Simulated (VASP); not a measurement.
**AlNi: single point with PBE**

The system is AlNi.

```xyz
2
Lattice="2.8639 0.0000 0.0000 0.0000 2.8639 0.0000 0.0000 0.0000 2.8639" Properties=species:S:1:pos:R:3 pbc="T T T"
Al    0.0000    0.0000    0.0000
Ni    1.4319    1.4319    1.4319
```

```json
{
 "Program": "VASP 6.6.1",
 "Task": "single point",
 "Functional": "PBE",
 "Potentials or basis": "VASP PAW PBE potentials, release 64 (Al, Ni)",
 "Cutoff": "600 eV",
 "k mesh": "18 × 18 × 18",
 "Occupations": "gaussian, width 0.1 eV",
 "Spin": "no spin polarisation"
}
```

```yaml
Pressure: 5.1 GPa
Band_gap_on_the_k_mesh: zero (an odd number of electrons rules out a gap without spin polarisation)
```

Levels at points of the mesh, in eV from the Fermi level:
| k point | band 4 | band 5 | band 6 | band 7 | band 8 | band 9 | band 10 | band 11 |
| --- | --- | --- | --- | --- | --- | --- | --- | --- |
| (0.00, 0.00, 0.00) | -1.58 | -1.58 | -1.58 | 5.57 | 5.57 | 5.57 | 8.18 | 8.18 |
| (0.50, 0.00, 0.00) | -2.30 | -2.30 | -1.49 | -0.66 | 8.29 | 10.10 | 10.10 | 11.05 |
| (0.50, 0.50, 0.00) | -2.94 | -2.13 | -2.13 | -1.04 | 1.51 | 2.55 | 12.47 | 15.27 |
| (0.50, 0.50, 0.50) | -1.01 | -1.01 | 1.98 | 1.98 | 1.98 | 3.84 | 4.51 | 4.51 |

Run time: 75 s on 1 thread of AMD EPYC 7R13, on a shared host, peak memory 0.18 GiB.

Caveat: the cell stands under pressure. Spin polarisation is off, so any magnetic state and its effect on volume and gap are missing.
